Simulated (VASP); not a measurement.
# GaP (I-4m2) in VASP: further runs

Runs on GaP. Level: PBE. Tasks: single point.

Everything below comes from runs of VASP 6.6.1. Logs are shortened: lines on timing, memory, paths and dates and some standing lists are left out, and cuts for length are marked.

### Step 1. The cell of the first run

The structure is tetragonal, space group I-4m2 (No. 119). The conventional cell has a = 3.893 Å, b = 3.893 Å, c = 5.367 Å, α = 90.00°, β = 90.00°, γ = 90.00°. Within 3.1 Å of Ga (site symmetry -4m2) lie 4 P at 2.36 Å. Within 3.1 Å of P (site symmetry -4m2) lie 4 Ga at 2.36 Å.

### Step 2. Single point, PBE (strain +0.000 along x and y, -0.025 along z)

The input, INCAR:

```
SYSTEM = GaP
PREC     = Accurate       ! precision mode
ENCUT    = 520            ! plane-wave cutoff, eV
EDIFF    = 1E-6           ! SCF threshold, eV
ISMEAR   = 0              ! smearing method
SIGMA    = 0.05           ! smearing width, eV
LREAL    = .FALSE.        ! projectors in reciprocal space
LASPH    = .TRUE.         ! aspherical terms in the spheres
NELM     = 60             ! most SCF steps
ALGO     = Normal         ! electronic algorithm
ISIF     = 2              ! what is computed and relaxed
LWAVE    = .FALSE.        ! write WAVECAR
LCHARG   = .FALSE.        ! write CHGCAR
GGA      = PE             ! functional
NBANDS   = 16             ! bands
```

The input, KPOINTS:

```
Automatic mesh
0
G
  8 8 8
  0 0 0
```

The input, POSCAR:

```
GaP
1.0
    0.0000000000      2.7525368124      2.6837233921
    2.7525368124      0.0000000000      2.6837233921
    2.7525368124      2.7525368124      0.0000000000
Ga P
1 1
Direct
    0.0000000000      0.0000000000      0.0000000000
    0.7500000000      0.7500000000      0.7500000000
```

Potentials or basis: VASP PAW PBE potentials, release 64 (Ga_d, P).

Launch:

```console
> cat potpaw_PBE.64/Ga_d/POTCAR potpaw_PBE.64/P/POTCAR > POTCAR
> mpirun -np 1 vasp_std > vasp.out
```

OUTCAR:

```text
SYSTEM = GaP
   PREC = Accurate
   ENCUT = 520
   EDIFF = 1E-6
   ISMEAR = 0
   LREAL = .FALSE.
   LASPH = .TRUE.
   NELM = 60
   ISIF = 2
   GGA = PE

 ion  position               nearest neighbor table
   1  0.000  0.000  0.000-   2 2.36   2 2.36   2 2.36   2 2.36
   2  0.750  0.750  0.750-   1 2.36   1 2.36   1 2.36   1 2.36

  LATTYP: Found a body centered tetragonal cell.
 ALAT       =     3.8926748910
 C/A-ratio  =     1.3788582233

  Lattice vectors:

 A1 = (   0.0000000000,  -2.7525368124,  -2.6837233921)
 A2 = (   0.0000000000,   2.7525368124,  -2.6837233921)
 A3 = (   2.7525368124,   0.0000000000,   2.6837233921)

Analysis of symmetry for initial positions (statically):
=====================================================================
 Subroutine PRICEL returns:
 Original cell was already a primitive cell.

 Routine SETGRP: Setting up the symmetry group for a
 body centered tetragonal supercell.

 Subroutine GETGRP returns: Found  8 space group operations
 (whereof  8 operations were pure point group operations)
 out of a pool of 16 trial point group operations.

The static configuration has the point symmetry D_2d.

Analysis of symmetry for dynamics (positions and initial velocities):
=====================================================================
 Subroutine PRICEL returns:
 Original cell was already a primitive cell.

 Routine SETGRP: Setting up the symmetry group for a
 body centered tetragonal supercell.

 Subroutine GETGRP returns: Found  8 space group operations
 (whereof  8 operations were pure point group operations)
 out of a pool of 16 trial point group operations.

The dynamic configuration has the point symmetry D_2d.

 Subroutine INISYM returns: Found  8 space group operations
 (whereof  8 operations are pure point group operations),
 and found     1 'primitive' translations

----------------------------------------------------------------------------------------

                                     Primitive cell

  volume of cell :      40.6662

  direct lattice vectors                    reciprocal lattice vectors
     0.000000000  2.752536812  2.683723392    -0.181650613  0.181650613  0.186308321
     2.752536812  0.000000000  2.683723392     0.181650613 -0.181650613  0.186308321
     2.752536812  2.752536812  0.000000000     0.181650613  0.181650613 -0.186308321

  length of vectors
     3.844324407  3.844324407  3.892674891     0.317340009  0.317340009  0.317340009

  position of ions in fractional coordinates (direct lattice)
     0.000000000  0.000000000  0.000000000
     0.750000000  0.750000000  0.750000000

  ion indices of the primitive-cell ions
   primitive index   ion index
                 1           1
                 2           2

----------------------------------------------------------------------------------------

 KPOINTS: Automatic mesh

Automatic generation of k-mesh.
 Grid dimensions read from file:
 generate k-points for:    8    8    8

 Generating k-lattice:

  Cartesian coordinates                     Fractional coordinates (reciprocal lattice)
    -0.022706327  0.022706327  0.023288540     0.125000000 -0.000000000  0.000000000
     0.022706327 -0.022706327  0.023288540    -0.000000000  0.125000000  0.000000000
     0.022706327  0.022706327 -0.023288540     0.000000000  0.000000000  0.125000000

  Length of vectors
     0.039667501  0.039667501  0.039667501

  Shift w.r.t. Gamma in fractional coordinates (k-lattice)
     0.000000000  0.000000000  0.000000000

 Subroutine IBZKPT returns following result:
 ===========================================

 Found     59 irreducible k-points:

 Following reciprocal coordinates:
            Coordinates               Weight
  0.000000  0.000000  0.000000      1.000000
  0.125000 -0.000000  0.000000      8.000000
  0.250000 -0.000000  0.000000      8.000000
  0.375000 -0.000000  0.000000      8.000000
  0.500000 -0.000000  0.000000      4.000000
  0.125000  0.125000  0.000000      2.000000
[... 16 lines left out ...]
  0.250000  0.000000  0.125000     16.000000
  0.375000  0.000000  0.125000     16.000000
 [... further k-points ...]
   k-points           NKPTS =     59   k-points in BZ     NKDIM =     59   number of bands    NBANDS=     16
   number of dos      NEDOS =    301   number of ions     NIONS =      2
   total plane-waves  NPLWV =  27000
   dimension x,y,z NGX =    30 NGY =   30 NGZ =   30
   dimension x,y,z NGXF=    60 NGYF=   60 NGZF=   60
   ions per type =               1   1
   NGX,Y,Z   is equivalent  to a cutoff of  12.97, 12.97, 12.81 a.u.
   NGXF,Y,Z  is equivalent  to a cutoff of  25.95, 25.95, 25.62 a.u.
 SYSTEM =  GaP
   PREC   = accura    normal or accurate (medium, high low for compatibility)
   ISTART =      0    job   : 0-new  1-cont  2-samecut
   ICHARG =      2    charge: 1-file 2-atom 10-const
   ISPIN  =      1    spin polarized calculation?
   LNONCOLLINEAR =      F non collinear calculations
   LSORBIT =      F    spin-orbit coupling
   LASPH  =      T    aspherical Exc in radial PAW
   ENCUT  =  520.0 eV  38.22 Ry    6.18 a.u.   7.15  7.15  7.24*2*pi/ulx,y,z
   NELM   =     60;   NELMIN=  2; NELMDL= -5     # of ELM steps
   EDIFF  = 0.1E-05   stopping-criterion for ELM
   LREAL  =      F    real-space projection
   EDIFFG = 0.1E-04   stopping-criterion for IOM
   NSW    =      0    number of steps for IOM
   IBRION =     -1    ionic relax: 0-MD 1-quasi-New 2-CG
   NFREE  =      0    steps in history (QN), initial steepest desc. (CG)
   ISIF   =      2    stress and relaxation
   ISYM   =      2    0-nonsym 1-usesym 2-fastsym
   POTIM  = 0.5000    time-step for ionic-motion
   TEBEG  =    0.0;   TEEND  =   0.0 temperature during run
   PSTRESS=    0.0 pullay stress
   NELECT =      18.0000    total number of electrons
   NUPDOWN=      -1.0000    fix difference up-down
   EMIN   =  10.00;   EMAX   =-10.00  energy-range for DOS
   EFERMI =   0.00;   METHOD = LEGACY
   ISMEAR =     0;   SIGMA  =   0.05  broadening in eV -4-tet -1-fermi 0-gaus
   EFERMI_NEDOS =   21; number of points for ismear=-14 and -15
   IALGO  =     38    algorithm
   IMIX   =      4    mixing-type and parameters
     AMIX     =   0.40;   BMIX     =  1.00
     AMIX_MAG =   1.60;   BMIX_MAG =  1.00
  volume/ion in A,a.u.               =      20.33       137.21
  Fermi-wavevector in a.u.,A,eV,Ry     =   1.247635  2.357689 21.178746  1.556594
  Thomas-Fermi vector in A             =   2.381759
   LORBIT       =      0    0 simple, 1 ext, 2 COOP (PROOUT), +10 PAW based schemes
   GGA     = PE    functional components
   LHFCALC =     F    Hartree Fock is set to
   AEXX    =    0.0000 exact exchange contribution
   IVDW    =     0    specifies the selected vdW correction
   LEPSILON=     F    determine dielectric tensor
   LRPA    =     F    only Hartree local field effects (RPA)
 non-spin polarized calculation
 Gauss-broadening in eV      SIGMA  =   0.05
  energy-cutoff  :      520.00
  volume of cell :       40.67
 maximum number of plane-waves:      1111
 NGX is ok and might be reduce to    30
   NGX = 15   NGY = 15   NGZ = 15

 number of electron      17.9999995 magnetization

 Free energy of the ion-electron system (eV)
  ---------------------------------------------------
  ext. energy  EPLUGINS =         0.00000000
  ---------------------------------------------------
  free energy    TOTEN  =        -9.11492898 eV

  energy without entropy =       -9.11492898  energy(sigma->0) =       -9.11492898

 E-fermi :   4.9664     XC(G=0):  -9.8130

 val. band max:        4.6961569642   @ k =   0.0000   0.0000   0.0000
 cond. band min:       6.1025200843   @ k =   0.3750   0.3750   0.0000
 fundamental gap:      1.4063631201
 Fermi energy:         4.9664231266

 k-point     1 :       0.0000    0.0000    0.0000
  band No.  band energies     occupation
      1      -9.9404      2.00000
      2      -9.9404      2.00000
      3      -9.9328      2.00000
      4      -9.8420      2.00000
      5      -9.8377      2.00000
      6      -7.8503      2.00000
[... 8 lines left out ...]
     15      14.1613      0.00000
     16      14.6034      0.00000

 k-point     2 :       0.1250   -0.0000    0.0000
  band No.  band energies     occupation
      1      -9.9517      2.00000
      2      -9.9357      2.00000
      3      -9.9303      2.00000
      4      -9.8422      2.00000
      5      -9.8375      2.00000
      6      -7.6491      2.00000
[... 8 lines left out ...]
     15      13.9037      0.00000
     16      14.3091      0.00000

 k-point     3 :       0.2500   -0.0000    0.0000
  band No.  band energies     occupation
      1      -9.9808      2.00000
      2      -9.9258      2.00000
      3      -9.9210      2.00000
      4      -9.8416      2.00000
      5      -9.8355      2.00000
      6      -7.0791      2.00000
[... 8 lines left out ...]
     15      13.6221      0.00000
     16      14.5583      0.00000

 k-point     4 :       0.3750   -0.0000    0.0000
  band No.  band energies     occupation
      1     -10.0074      2.00000
      2      -9.9182      2.00000
      3      -9.9136      2.00000
      4      -9.8386      2.00000
      5      -9.8311      2.00000
      6      -6.2848      2.00000
[... 8 lines left out ...]
     15      14.7980      0.00000
     16      14.8315      0.00000

 k-point     5 :       0.5000   -0.0000    0.0000
  band No.  band energies     occupation
      1     -10.0179      2.00000
      2      -9.9158      2.00000
      3      -9.9113      2.00000
      4      -9.8365      2.00000
      5      -9.8285      2.00000
      6      -5.7991      2.00000
[... 8 lines left out ...]
     15      16.1571      0.00000
     16      16.3931      0.00000

 k-point     6 :       0.1250    0.1250    0.0000
  band No.  band energies     occupation
      1      -9.9557      2.00000
      2      -9.9312      2.00000
      3      -9.9312      2.00000
      4      -9.8466      2.00000
      5      -9.8343      2.00000
      6      -7.5742      2.00000
[... 8 lines left out ...]
     15      14.4167      0.00000
     16      14.7254      0.00000

 k-point     7 :       0.2500    0.1250    0.0000
  band No.  band energies     occupation
      1      -9.9809      2.00000
      2      -9.9214      2.00000
      3      -9.9207      2.00000
      4      -9.8501      2.00000
      5      -9.8308      2.00000
      6      -7.1190      2.00000
[... 8 lines left out ...]
     15      14.5123      0.00000
     16      15.7276      0.00000

 k-point     8 :       0.3750    0.1250    0.0000
  band No.  band energies     occupation
      1     -10.0058      2.00000
      2      -9.9132      2.00000
      3      -9.9120      2.00000
      4      -9.8490      2.00000
      5      -9.8273      2.00000
      6      -6.3781      2.00000
[... 8 lines left out ...]
     15      15.4822      0.00000
     16      15.5206      0.00000

 k-point     9 :       0.5000    0.1250    0.0000
  band No.  band energies     occupation
      1     -10.0190      2.00000
      2      -9.9095      2.00000
      3      -9.9091      2.00000
      4      -9.8434      2.00000
      5      -9.8272      2.00000
      6      -5.7102      2.00000
[... 8 lines left out ...]
     15      16.3667      0.00000
     16      16.6473      0.00000
[... 172 lines left out ...]
 k-point    19 :       0.5000    0.3750    0.0000
  band No.  band energies     occupation
      1     -10.0453      2.00000
      2      -9.8841      2.00000
      3      -9.8797      2.00000
      4      -9.8722      2.00000
      5      -9.8175      2.00000
      6      -5.0591      2.00000
[... 8 lines left out ...]
     15      16.5826      0.00000
     16      17.8547      0.00000

 k-point    20 :      -0.3750    0.3750    0.0000
  band No.  band energies     occupation
      1     -10.0376      2.00000
      2      -9.8927      2.00000
      3      -9.8838      2.00000
      4      -9.8631      2.00000
      5      -9.8236      2.00000
      6      -4.9072      2.00000
[... 8 lines left out ...]
     15      14.9624      0.00000
     16      19.4077      0.00000

 k-point    21 :       0.5000    0.5000    0.0000
  band No.  band energies     occupation
      1     -10.0533      2.00000
      2      -9.8798      2.00000
      3      -9.8747      2.00000
      4      -9.8747      2.00000
      5      -9.8143      2.00000
      6      -4.8324      2.00000
[... 8 lines left out ...]
     15      16.9296      0.00000
     16      17.5815      0.00000

 k-point    22 :       0.1250    0.0000    0.1250
  band No.  band energies     occupation
      1      -9.9620      2.00000
      2      -9.9310      2.00000
      3      -9.9244      2.00000
      4      -9.8432      2.00000
      5      -9.8372      2.00000
      6      -7.5864      2.00000
[... 8 lines left out ...]
     15      14.5733      0.00000
     16      14.7613      0.00000

 k-point    23 :       0.2500    0.0000    0.1250
  band No.  band energies     occupation
      1      -9.9844      2.00000
      2      -9.9216      2.00000
      3      -9.9159      2.00000
      4      -9.8457      2.00000
      5      -9.8346      2.00000
      6      -7.1416      2.00000
[... 8 lines left out ...]
     15      14.6552      0.00000
     16      15.7435      0.00000

 k-point    24 :       0.3750    0.0000    0.1250
  band No.  band energies     occupation
      1     -10.0069      2.00000
      2      -9.9150      2.00000
      3      -9.9083      2.00000
      4      -9.8439      2.00000
      5      -9.8320      2.00000
      6      -6.4055      2.00000
[... 8 lines left out ...]
     15      15.3042      0.00000
     16      15.5929      0.00000

 [... further k-points ...]
[... 5 lines left out ...]
  --------------------------------------------------------------------------------------
  -------------------------------------------------------------------------------------
  Total        0.3610148      0.3610148      0.8110442      0.0000000      0.0000000      0.0000000
  in kB       14.2233378     14.2233378     31.9536938      0.0000000      0.0000000      0.0000000
  external PRESSURE =      20.1334565 kB  Pullay stress =       0.0000000 kB

 VOLUME and BASIS-vectors are now :
 -----------------------------------------------------------------------------
  energy-cutoff  :      520.00
  volume of cell :       40.67
      direct lattice vectors                 reciprocal lattice vectors
     0.000000000  2.752536812  2.683723392    -0.181650613  0.181650613  0.186308321
     2.752536812  0.000000000  2.683723392     0.181650613 -0.181650613  0.186308321
     2.752536812  2.752536812  0.000000000     0.181650613  0.181650613 -0.186308321

 POSITION                                       TOTAL-FORCE (eV/Angst)
 -----------------------------------------------------------------------------------
      0.00000      0.00000      0.00000         0.000000      0.000000      0.000000
      4.12881      4.12881      4.02559        -0.000000     -0.000000      0.000000
 -----------------------------------------------------------------------------------
    total drift:                               -0.000002     -0.000002     -0.000001

  FREE ENERGIE OF THE ION-ELECTRON SYSTEM (eV)
  ---------------------------------------------------
  free  energy   TOTEN  =        -9.1149289804 eV

  energy  without entropy=       -9.1149289804  energy(sigma->0) =       -9.11492898
```

Run time: 88 s. Hardware: 1 thread of AMD EPYC 7R43 (Zen 3), shared host; peak memory 0.15 GiB.

What came out:

```yaml
Free_energy: -9.1149 eV
Pressure: 2.0 GPa
Band_gap_on_the_k_mesh: 1.41 eV, indirect (least direct gap 1.69 eV)
```

Levels at points of the mesh, in eV from the valence-band top:
```csv
k point,band 5,band 6,band 7,band 8,band 9,band 10,band 11,band 12,band 13,band 14
"(0.00, 0.00, 0.00)",-14.53,-12.55,-0.14,-0.14,0.00,1.69,3.77,3.82,3.82,8.69
"(0.50, 0.00, 0.00)",-14.52,-10.50,-6.69,-1.30,-1.10,1.55,4.54,4.74,8.19,10.75
"(0.50, 0.50, 0.00)",-14.51,-9.53,-6.71,-2.87,-2.87,1.46,1.58,10.46,10.46,11.21
"(0.50, 0.00, 0.50)",-14.52,-9.64,-6.88,-2.70,-2.69,1.63,1.82,10.43,10.44,10.97
```

Caveat: the cell differs from its parent crystal (strain +0.000 along x and y, -0.025 along z). A k mesh can miss the band edges.

### Step 3. Single point, PBE (strain -0.025 along x and y, +0.025 along z)

The input, INCAR:

```
SYSTEM = GaP
PREC     = Accurate       ! precision mode
ENCUT    = 520            ! plane-wave cutoff, eV
EDIFF    = 1E-6           ! SCF threshold, eV
ISMEAR   = 0              ! smearing method
SIGMA    = 0.05           ! smearing width, eV
LREAL    = .False.        ! projectors in reciprocal space
LASPH    = .True.         ! aspherical terms in the spheres
NELM     = 100            ! most SCF steps
ALGO     = Normal         ! electronic algorithm
ISIF     = 2              ! what is computed and relaxed
LWAVE    = .False.        ! write WAVECAR
LCHARG   = .False.        ! write CHGCAR
GGA      = PE             ! functional
NBANDS   = 16             ! bands
```

The input, KPOINTS:

```
regular mesh
0
Gamma
  8 8 8
  0 0 0
```

The input, POSCAR:

```
GaP
1.0
    0.0000000000      2.6837233921      2.8213502327
    2.6837233921      0.0000000000      2.8213502327
    2.6837233921      2.6837233921      0.0000000000
Ga P
1 1
Direct
    0.0000000000      0.0000000000      0.0000000000
    0.7500000000      0.7500000000      0.7500000000
```

Potentials or basis: VASP PAW PBE potentials, release 64 (Ga_d, P).

Launch:

```console
> cat potpaw_PBE.64/Ga_d/POTCAR potpaw_PBE.64/P/POTCAR > POTCAR
> mpirun -np 1 vasp_std > vasp.out
```

Run time: 42 s. Hardware: 1 thread of AMD EPYC 7R43 (Zen 3), shared host; peak memory 0.15 GiB.

The run converged. Its results:

```yaml
Free_energy: -9.1020 eV
Pressure: 2.0 GPa
Band_gap_on_the_k_mesh: 1.40 eV, indirect (least direct gap 1.67 eV)
```

Stress tensor (GPa, compression positive):
```
 3.37  0.00  0.00
 0.00  3.37  0.00
 0.00  0.00 -0.65
```

Levels at points of the mesh, in eV from the valence-band top:
```csv
k point,band 6,band 7,band 8,band 9,band 10,band 11,band 12,band 13
"(0.00, 0.00, 0.00)",-12.56,-0.30,0.00,0.00,1.67,3.77,3.77,3.88
"(0.50, 0.00, 0.00)",-10.50,-6.70,-1.42,-1.00,1.50,4.50,4.82,8.20
"(0.50, 0.50, 0.00)",-9.76,-7.05,-2.53,-2.53,1.80,2.05,10.48,10.48
"(0.50, 0.00, 0.50)",-9.54,-6.72,-2.89,-2.86,1.45,1.57,10.28,10.30
```

Caveat: the cell differs from its parent crystal (strain -0.025 along x and y, +0.025 along z).
